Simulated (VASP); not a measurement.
# Cu6H in VASP: notebook

The runs below take Cu6H through single point, with PBE.

All numbers are computed with VASP 6.6.1; they aren't measurements. Logs are shortened: lines on timing, memory, paths and dates and some standing lists are left out, and cuts for length are marked.

**1. The cell of the first run**

The cell holds a slab with vacuum, 14 atoms: a = 5.133 Å, b = 5.133 Å, c = 21.529 Å, α = 90.00°, β = 90.00°, γ = 90.00°.

**2. Single point, PBE**

INCAR reads:

```
SYSTEM = Cu6H
PREC     = Accurate       ! precision mode
ENCUT    = 520            ! plane-wave cutoff, eV
EDIFF    = 1E-6           ! SCF threshold, eV
ISMEAR   = 0              ! smearing method
SIGMA    = 0.1            ! smearing width, eV
LREAL    = .False.        ! projectors in reciprocal space
LASPH    = .True.         ! aspherical terms in the spheres
NELM     = 60             ! most SCF steps
ALGO     = Normal         ! electronic algorithm
ISIF     = 2              ! what is computed and relaxed
LWAVE    = .False.        ! write WAVECAR
LCHARG   = .False.        ! write CHGCAR
LDIPOL   = .True.       
IDIPOL   = 3            
DIPOL    = 0.5 0.5 0.291
GGA      = PE             ! functional
NBANDS   = 80             ! bands
```

KPOINTS reads:

```
regular mesh
0
Gamma
  5 5 1
  0 0 0
```

POSCAR reads:

```
Cu6H
1.0
    5.1332392722      0.0000000000      0.0000000000
    0.0000000000      5.1332392722      0.0000000000
    0.0000000000      0.0000000000     21.5289058579
Cu H
12 2
Direct
    0.2500000000      0.2500000000      0.1857967157
    0.2500000000      0.7500000000      0.1857967157
    0.7500000000      0.2500000000      0.1857967157
    0.7500000000      0.7500000000      0.1857967157
    0.0000000000      0.0000000000      0.2677566944
    0.0000000000      0.5000000000      0.2677566944
    0.5000000000      0.0000000000      0.2677566944
    0.5000000000      0.5000000000      0.2677566944
    0.2500000000      0.2500000000      0.3497114952
    0.2500000000      0.7500000000      0.3497114952
    0.7500000000      0.2500000000      0.3497114952
    0.7500000000      0.7500000000      0.3497114952
   -0.0081216128      1.0000000000      0.4300685747
    0.5081216128      1.0000000000      0.4300685747
```

Potentials or basis: VASP PAW PBE potentials, release 64 (Cu, H).

The run is started by

```
$ cat potpaw_PBE.64/Cu/POTCAR potpaw_PBE.64/H/POTCAR > POTCAR
$ mpirun -np 1 vasp_std > vasp.out
```

OUTCAR:

```text
SYSTEM = Cu6H
   PREC = Accurate
   ENCUT = 520
   EDIFF = 1E-6
   ISMEAR = 0
   LREAL = .False.
   LASPH = .True.
   NELM = 60
   ISIF = 2
   GGA = PE

 ion  position               nearest neighbor table
   1  0.250  0.250  0.186-   5 2.53   6 2.53   7 2.53   8 2.53   2 2.57   3 2.57   2 2.57   3 2.57

   2  0.250  0.750  0.186-   5 2.53   6 2.53   7 2.53   8 2.53   1 2.57   4 2.57   1 2.57   4 2.57

   3  0.750  0.250  0.186-   5 2.53   6 2.53   7 2.53   8 2.53   1 2.57   4 2.57   4 2.57   1 2.57
[... 15 lines left out ...]
  11  0.750  0.250  0.350-   5 2.53   6 2.53   7 2.53   8 2.53   9 2.57  12 2.57  12 2.57   9 2.57

  12  0.750  0.750  0.350-   5 2.53   6 2.53   7 2.53   8 2.53  10 2.57  11 2.57  11 2.57  10 2.57

  13  0.992  0.000  0.430-
  14  0.508  0.000  0.430-

  LATTYP: Found a simple tetragonal cell.
 ALAT       =     5.1332392722
 C/A-ratio  =     4.1940195491

  Lattice vectors:

 A1 = (   5.1332392722,   0.0000000000,   0.0000000000)
 A2 = (   0.0000000000,   5.1332392722,   0.0000000000)
 A3 = (   0.0000000000,   0.0000000000,  21.5289058579)

Analysis of symmetry for initial positions (statically):
=====================================================================
 Subroutine PRICEL returns:
 Original cell was already a primitive cell.

 Routine SETGRP: Setting up the symmetry group for a
 simple tetragonal supercell.

 Subroutine GETGRP returns: Found  4 space group operations
 (whereof  2 operations were pure point group operations)
 out of a pool of 16 trial point group operations.

The static configuration has the point symmetry C_1h.
 The point group associated with its full space group is C_2v.

Analysis of symmetry for dynamics (positions and initial velocities):
=====================================================================
 Subroutine PRICEL returns:
 Original cell was already a primitive cell.

 Routine SETGRP: Setting up the symmetry group for a
 simple tetragonal supercell.

 Subroutine GETGRP returns: Found  4 space group operations
 (whereof  2 operations were pure point group operations)
 out of a pool of 16 trial point group operations.

The dynamic configuration has the point symmetry C_1h.
 The point group associated with its full space group is C_2v.

 Subroutine INISYM returns: Found  4 space group operations
 (whereof  2 operations are pure point group operations),
 and found     1 'primitive' translations

----------------------------------------------------------------------------------------

                                     Primitive cell

  volume of cell :     567.2898

  direct lattice vectors                    reciprocal lattice vectors
     5.133239272  0.000000000  0.000000000     0.194808764  0.000000000  0.000000000
     0.000000000  5.133239272  0.000000000     0.000000000  0.194808764  0.000000000
     0.000000000  0.000000000 21.528905858     0.000000000  0.000000000  0.046449179

  length of vectors
     5.133239272  5.133239272 21.528905858     0.194808764  0.194808764  0.046449179

  position of ions in fractional coordinates (direct lattice)
     0.250000000  0.250000000  0.185796716
     0.250000000  0.750000000  0.185796716
     0.750000000  0.250000000  0.185796716
     0.750000000  0.750000000  0.185796716
     0.000000000  0.000000000  0.267756694
     0.000000000  0.500000000  0.267756694
     0.500000000  0.000000000  0.267756694
     0.500000000  0.500000000  0.267756694
     0.250000000  0.250000000  0.349711495
     0.250000000  0.750000000  0.349711495
     0.750000000  0.250000000  0.349711495
     0.750000000  0.750000000  0.349711495
     0.991878387  0.000000000  0.430068575
     0.508121613  0.000000000  0.430068575

  ion indices of the primitive-cell ions
   primitive index   ion index
                 1           1
                 2           2
                 3           3
                 4           4
                 5           5
                 6           6
                 7           7
                 8           8
                 9           9
                10          10
                11          11
                12          12
                13          13
                14          14

----------------------------------------------------------------------------------------

 KPOINTS: regular mesh

Automatic generation of k-mesh.
 Grid dimensions read from file:
 generate k-points for:    5    5    1

 Generating k-lattice:

  Cartesian coordinates                     Fractional coordinates (reciprocal lattice)
     0.038961753  0.000000000  0.000000000     0.200000000  0.000000000  0.000000000
     0.000000000  0.038961753  0.000000000     0.000000000  0.200000000  0.000000000
     0.000000000  0.000000000  0.046449179     0.000000000  0.000000000  1.000000000

  Length of vectors
     0.038961753  0.038961753  0.046449179

  Shift w.r.t. Gamma in fractional coordinates (k-lattice)
     0.000000000  0.000000000  0.000000000

[... 39 lines left out ...]
   NFREE  =      0    steps in history (QN), initial steepest desc. (CG)
   ISIF   =      2    stress and relaxation
   ISYM   =      2    0-nonsym 1-usesym 2-fastsym
   POTIM  = 0.5000    time-step for ionic-motion
   TEBEG  =    0.0;   TEEND  =   0.0 temperature during run
   PSTRESS=    0.0 pullay stress
   NELECT =     134.0000    total number of electrons
   NUPDOWN=      -1.0000    fix difference up-down
   EMIN   =  10.00;   EMAX   =-10.00  energy-range for DOS
   EFERMI =   0.00;   METHOD = LEGACY
   ISMEAR =     0;   SIGMA  =   0.10  broadening in eV -4-tet -1-fermi 0-gaus
   EFERMI_NEDOS =   21; number of points for ismear=-14 and -15
   IALGO  =     38    algorithm
   IMIX   =      4    mixing-type and parameters
     AMIX     =   0.40;   BMIX     =  1.00
     AMIX_MAG =   1.60;   BMIX_MAG =  1.00
  volume/ion in A,a.u.               =      40.52       273.45
  Fermi-wavevector in a.u.,A,eV,Ry     =   1.011987  1.912377 13.933957  1.024117
  Thomas-Fermi vector in A             =   2.145069
   LORBIT       =      0    0 simple, 1 ext, 2 COOP (PROOUT), +10 PAW based schemes
   GGA     = PE    functional components
   LHFCALC =     F    Hartree Fock is set to
   AEXX    =    0.0000 exact exchange contribution
   IVDW    =     0    specifies the selected vdW correction
   LEPSILON=     F    determine dielectric tensor
   LRPA    =     F    only Hartree local field effects (RPA)
 non-spin polarized calculation
 Gauss-broadening in eV      SIGMA  =   0.10
  energy-cutoff  :      520.00
  volume of cell :      567.29
 maximum number of plane-waves:     15381
 NGX is ok and might be reduce to    40
   NGX = 19   NGY = 19   NGZ = 81

 dipolmoment           0.000000      0.000000     -0.072339 electrons x Angstroem

 number of electron     133.9999770 magnetization

 dipolmoment           0.000000      0.000000      0.156312 electrons x Angstroem

 Free energy of the ion-electron system (eV)
  ---------------------------------------------------
  ext. energy  EPLUGINS =         0.00000000
  ---------------------------------------------------
  free energy    TOTEN  =       -44.44950332 eV

  energy without entropy =      -44.40083659  energy(sigma->0) =      -44.42516995

 E-fermi :  -1.7480     XC(G=0):  -4.2560

 val. band max:       -1.7570924660   @ k =  -0.2000   0.4000   0.0000
 cond. band min:      -1.7213595759   @ k =   0.4000   0.4000   0.0000
 fundamental gap:      0.0357328900
 Fermi energy:        -1.7479973852

 k-point     1 :       0.0000    0.0000    0.0000
  band No.  band energies     occupation
      1     -10.1344      2.00000
      2      -7.7289      2.00000
      3      -6.5867      2.00000
      4      -6.5854      2.00000
      5      -6.4414      2.00000
      6      -6.2954      2.00000
[... 727 lines left out ...]
     78       4.0788      0.00000
     79       4.0950      0.00000
 [bands above 79 left out]

------------------------ aborting loop because EDIFF is reached ----------------------------------------

 vacuum level on the upper side and lower side of the slab       (xc-potential included)         0.394        -0.641

  FORCE on cell =-STRESS in cart. coord.  units (eV):
  Direction    XX          YY          ZZ          XY          YZ          ZX
  --------------------------------------------------------------------------------------
  -------------------------------------------------------------------------------------
  Total       -5.2803190     -5.9992272     -4.5342901      0.0000000      0.0000000      0.0000000
  in kB      -14.9130256    -16.9434137    -12.8060416      0.0000000      0.0000000      0.0000000
  external PRESSURE =     -14.8874936 kB  Pullay stress =       0.0000000 kB

 VOLUME and BASIS-vectors are now :
 -----------------------------------------------------------------------------
  energy-cutoff  :      520.00
  volume of cell :      567.29
      direct lattice vectors                 reciprocal lattice vectors
     5.133239272  0.000000000  0.000000000     0.194808764  0.000000000  0.000000000
     0.000000000  5.133239272  0.000000000     0.000000000  0.194808764  0.000000000
     0.000000000  0.000000000 21.528905858     0.000000000  0.000000000  0.046449179

 POSITION                                       TOTAL-FORCE (eV/Angst)
 -----------------------------------------------------------------------------------
      1.28331      1.28331      4.00000        -0.000000     -0.047665     -0.021916
      1.28331      3.84993      4.00000        -0.000000      0.047665     -0.021916
      3.84993      1.28331      4.00000        -0.000000     -0.048842     -0.022992
      3.84993      3.84993      4.00000        -0.000000      0.048842     -0.022992
      0.00000      0.00000      5.76451         0.001086      0.000000     -0.268960
      0.00000      2.56662      5.76451        -0.008004      0.000000      0.083688
      2.56662      0.00000      5.76451        -0.001086      0.000000     -0.268960
      2.56662      2.56662      5.76451         0.008004      0.000000      0.083688
      1.28331      1.28331      7.52891        -0.000000     -0.410780      0.856103
      1.28331      3.84993      7.52891        -0.000000      0.410780      0.856103
      3.84993      1.28331      7.52891        -0.000000     -0.469709      0.933943
      3.84993      3.84993      7.52891        -0.000000      0.469709      0.933943
      5.09155      0.00000      9.25891        -0.029796      0.000000     -1.559866
      2.60831      0.00000      9.25891         0.029796      0.000000     -1.559866
 -----------------------------------------------------------------------------------
    total drift:                               -0.000000      0.000000     -0.000067

  FREE ENERGIE OF THE ION-ELECTRON SYSTEM (eV)
  ---------------------------------------------------
  free  energy   TOTEN  =       -44.4495033159 eV

  energy  without entropy=      -44.4008365878  energy(sigma->0) =      -44.42516995

 vacuum level on the upper side and lower side of the slab         3.699         2.640
```

Run time: 14 min. Hardware: 1 thread of Intel Xeon Platinum 8488C (Sapphire Rapids), shared host; peak memory 0.71 GiB.

What came out:

| Property | Result |
| --- | --- |
| Free energy | -44.4495 eV |
| Largest force | 1.560 eV/Å |
| Band gap on the k mesh | zero (bands 67 and 68 overlap by 0.63 eV) |

Forces in eV/Å, atoms in the order of the input:
```
Cu   0.000 -0.048 -0.022
Cu   0.000  0.048 -0.022
Cu   0.000 -0.049 -0.023
Cu   0.000  0.049 -0.023
Cu   0.001  0.000 -0.269
Cu  -0.008  0.000  0.084
Cu  -0.001  0.000 -0.269
Cu   0.008  0.000  0.084
Cu   0.000 -0.411  0.856
Cu   0.000  0.411  0.856
Cu   0.000 -0.470  0.934
Cu   0.000  0.470  0.934
H   -0.030  0.000 -1.560
H    0.030  0.000 -1.560
```

**3. Single point, PBE**

INCAR reads:

```
PREC = Accurate
ENCUT = 520
EDIFF = 1E-6
ISMEAR = 0
SIGMA = 0.1
LREAL = F
LASPH = T
NELM = 60
ALGO = Normal
ISIF = 2
LWAVE = F
LCHARG = T
LDIPOL = T
IDIPOL = 3
DIPOL = 0.5 0.5 0.285
GGA = PE
LELF = T
LVHAR = T
LVACPOTAV = T
NBANDS = 80
```

KPOINTS reads:

```
regular mesh
0
Gamma
  5 5 1
```

POSCAR: that of step 2 with these lines changed.

```diff
@@ -20,3 +20,3 @@
     0.7500000000      0.7500000000      0.3497114952
-   -0.0081216128      1.0000000000      0.4300685747
-    0.5081216128      1.0000000000      0.4300685747
+    0.1769467133      1.0000000000      0.3854773630
+    0.3230532867      1.0000000000      0.3854773630
```

Potentials or basis: VASP PAW PBE potentials, release 64 (Cu, H).

The run is started by

```
$ cat potpaw_PBE.64/Cu/POTCAR potpaw_PBE.64/H/POTCAR > POTCAR
$ mpirun -np 1 vasp_std > vasp.out
```

Run time: 14 min. Hardware: 1 thread of Intel Xeon Platinum 8488C (Sapphire Rapids), shared host; peak memory 0.71 GiB.

Results (log left out):

| Property | Result |
| --- | --- |
| Free energy | -45.2872 eV |
| Largest force | 4.849 eV/Å |
| Band gap on the k mesh | zero (bands 67 and 68 overlap by 0.54 eV) |

Forces in eV/Å, atoms in the order of the input:
```
Cu   0.000 -0.035  0.021
Cu   0.000  0.035  0.021
Cu   0.000  0.002 -0.026
Cu   0.000 -0.002 -0.026
Cu  -0.220  0.000 -0.434
Cu   0.136  0.000 -0.003
Cu   0.220  0.000 -0.434
Cu  -0.136  0.000 -0.003
Cu   0.000  2.582 -1.220
Cu   0.000 -2.582 -1.220
Cu   0.000  0.225 -0.050
Cu   0.000 -0.225 -0.050
H   -4.536  0.000  1.713
H    4.536  0.000  1.713
```

Levels at points of the mesh, in eV from the Fermi level:
| k point | band 65 | band 66 | band 67 | band 68 | band 69 | band 70 |
| --- | --- | --- | --- | --- | --- | --- |
| (0.00, 0.00, 0.00) | -0.91 | -0.50 | -0.49 | -0.21 | -0.21 | 0.44 |

**4. Single point, PBE**

INCAR reads:

```
PREC = Accurate
ENCUT = 520
EDIFF = 1E-7
ISMEAR = 0
SIGMA = 0.1
LREAL = False
LASPH = True
NELM = 100
ALGO = Normal
ISIF = 2
LWAVE = False
LCHARG = False
LDIPOL = True
IDIPOL = 3
DIPOL = 0.5 0.5 0.289
GGA = PE
NBANDS = 80
```

KPOINTS is that of step 3.

POSCAR: that of step 3 with these lines changed.

```diff
@@ -20,3 +20,3 @@
     0.7500000000      0.7500000000      0.3497114952
-    0.1769467133      1.0000000000      0.3854773630
-    0.3230532867      1.0000000000      0.3854773630
+   -0.0081216128      1.0000000000      0.4152048375
+    0.5081216128      1.0000000000      0.4152048375
```

The run is started by

```
$ cat potpaw_PBE.64/Cu/POTCAR potpaw_PBE.64/H/POTCAR > POTCAR
$ mpirun -np 1 vasp_std > vasp.out
```

It took 16 min on 1 thread of Intel Xeon Platinum 8375C at 2.90GHz (Ice Lake), shared host; peak memory 0.72 GiB.

It converged, with:

```yaml
Free_energy: -45.4535 eV
Largest_force: 1.508 eV/Å
Band_gap_on_the_k_mesh: zero (bands 67 and 68 overlap by 0.61 eV)
```

Forces on the atoms (eV/Å):
```
Cu   0.000 -0.053 -0.012
Cu   0.000  0.053 -0.012
Cu   0.000 -0.054 -0.012
Cu   0.000  0.054 -0.012
Cu   0.007  0.000 -0.384
Cu  -0.010  0.000  0.070
Cu  -0.007  0.000 -0.384
Cu   0.010  0.000  0.070
Cu   0.000 -0.488  0.880
Cu   0.000  0.488  0.880
Cu   0.000 -0.557  0.966
Cu   0.000  0.557  0.966
H    0.009  0.000 -1.508
H   -0.009  0.000 -1.508
```

Levels at points of the mesh, in eV from the Fermi level:
| k point | band 63 | band 64 | band 65 | band 66 | band 67 | band 68 | band 69 | band 70 | band 71 | band 72 |
| --- | --- | --- | --- | --- | --- | --- | --- | --- | --- | --- |
| (0.00, 0.00, 0.00) | -1.14 | -1.12 | -0.33 | -0.22 | -0.22 | -0.05 | -0.05 | 0.69 | 2.35 | 2.70 |

**5. Single point, PBE**

INCAR reads:

```
SYSTEM = Cu6H
ALGO = Normal
DIPOL = 0.5 0.5 0.291
EDIFF = 1E-6
ENCUT = 520
GGA = PE
IDIPOL = 3
ISIF = 2
ISMEAR = 0
LASPH = .True.
LCHARG = .True.
LDIPOL = .True.
LELF = .True.
LREAL = .False.
LVACPOTAV = .True.
LVHAR = .True.
LWAVE = .False.
NBANDS = 80
NELM = 80
PREC = Accurate
SIGMA = 0.1
```

KPOINTS reads:

```
k-points
0
Gamma
  5 5 1
  0 0 0
```

POSCAR: that of step 4 with these lines changed.

```diff
@@ -20,3 +20,3 @@
     0.7500000000      0.7500000000      0.3497114952
-   -0.0081216128      1.0000000000      0.4152048375
-    0.5081216128      1.0000000000      0.4152048375
+    0.1866871516      1.0000000000      0.4300685747
+    0.3133128484      1.0000000000      0.4300685747
```

The run is started by

```
$ cat potpaw_PBE.64/Cu/POTCAR potpaw_PBE.64/H/POTCAR > POTCAR
$ mpirun -np 1 vasp_std > vasp.out
```

It took 19 min on 1 thread of Intel Xeon Platinum 8488C (Sapphire Rapids), shared host; peak memory 0.72 GiB.

Results (log left out):

```yaml
Free_energy: -46.1356 eV
Largest_force: 5.697 eV/Å
Band_gap_on_the_k_mesh: zero (bands 67 and 68 overlap by 1.03 eV)
```

Forces on the atoms (eV/Å):
```
Cu   0.000 -0.018 -0.025
Cu   0.000  0.018 -0.025
Cu   0.000 -0.014  0.004
Cu   0.000  0.014  0.004
Cu  -0.013  0.000 -0.058
Cu   0.053  0.000  0.044
Cu   0.013  0.000 -0.058
Cu  -0.053  0.000  0.044
Cu   0.000  0.223 -0.131
Cu   0.000 -0.223 -0.131
Cu   0.000  0.087 -0.104
Cu   0.000 -0.087 -0.104
H   -5.691  0.000  0.270
H    5.691  0.000  0.270
```

Levels at points of the mesh, in eV from the Fermi level:
```
           k point  band 63  band 64  band 65  band 66  band 67  band 68  band 69  band 70  band 71  band 72
(0.00, 0.00, 0.00)    -1.17    -0.69    -0.32    -0.27    -0.27    -0.10    -0.09     0.00     1.48     2.59
```

**6. Single point, PBE**

INCAR reads:

```
SYSTEM = Cu6H
  PREC = Accurate
  ENCUT = 520
  EDIFF = 1E-7
  ISMEAR = 0
  SIGMA = 0.1
  LREAL = .FALSE.
  LASPH = .TRUE.
  NELM = 60
  ALGO = Normal
  ISIF = 2
  LWAVE = .FALSE.
  LCHARG = .TRUE.
  LDIPOL = .TRUE.
  IDIPOL = 3
  DIPOL = 0.5 0.5 0.297
  GGA = PE
  LELF = .TRUE.
  LVHAR = .TRUE.
  LVACPOTAV = .TRUE.
  NBANDS = 80
```

KPOINTS reads:

```
regular mesh
0
G
  5 5 1
  0 0 0
```

POSCAR: that of step 5 with these lines changed.

```diff
@@ -20,3 +20,3 @@
     0.7500000000      0.7500000000      0.3497114952
-    0.1866871516      1.0000000000      0.4300685747
-    0.3133128484      1.0000000000      0.4300685747
+    0.1866871516      1.0000000000      0.4704793604
+    0.3133128484      1.0000000000      0.4704793604
```

Potentials or basis: VASP PAW PBE potentials, release 64 (Cu, H).

The run is started by

```
$ cat potpaw_PBE.64/Cu/POTCAR potpaw_PBE.64/H/POTCAR > POTCAR
$ mpirun -np 1 vasp_std > vasp.out
```

Wall time 19 min (1 thread of Intel Xeon Platinum 8488C (Sapphire Rapids), shared host); peak memory 0.72 GiB.

Results (log left out):

* Free energy: -46.4686 eV
* Largest force: 4.947 eV/Å
* Band gap on the k mesh: zero (bands 67 and 68 overlap by 1.14 eV)

Forces in eV/Å, atoms in the order of the input:
```
Cu   0.000  0.001 -0.046
Cu   0.000 -0.001 -0.046
Cu   0.000  0.001 -0.039
Cu   0.000 -0.001 -0.039
Cu   0.006  0.000  0.002
Cu   0.005  0.000  0.008
Cu  -0.006  0.000  0.002
Cu  -0.005  0.000  0.008
Cu   0.000  0.033 -0.021
Cu   0.000 -0.033 -0.021
Cu   0.000  0.012 -0.002
Cu   0.000 -0.012 -0.002
H   -4.946  0.000  0.098
H    4.946  0.000  0.098
```

Levels at points of the mesh, in eV from the Fermi level:
| k point | band 63 | band 64 | band 65 | band 66 | band 67 | band 68 | band 69 | band 70 | band 71 | band 72 |
| --- | --- | --- | --- | --- | --- | --- | --- | --- | --- | --- |
| (0.00, 0.00, 0.00) | -1.14 | -0.80 | -0.21 | -0.21 | -0.11 | -0.09 | -0.04 | -0.02 | 1.39 | 2.82 |

**7. Summary**

```tsv
cell	gap on the mesh (eV)	largest force (eV/Å)
as given, atomic positions A	none	1.56
as given, atomic positions B	none	4.85
as given, atomic positions C	none	1.51
as given, atomic positions D	none	5.70
as given, atomic positions E	none	4.95
```

Alike in all rows: task single point; level PBE; potentials or basis VASP PAW PBE potentials, release 64 (Cu, H); no spin polarisation; k mesh 5 × 5 × 1; cutoff (eV) 520; smearing gaussian 0.1 eV.

Total energies depend on the potentials used, so only differences within one code and one set of settings carry meaning.

The gap in the log of VASP goes by the Fermi energy; the results here count the filled bands.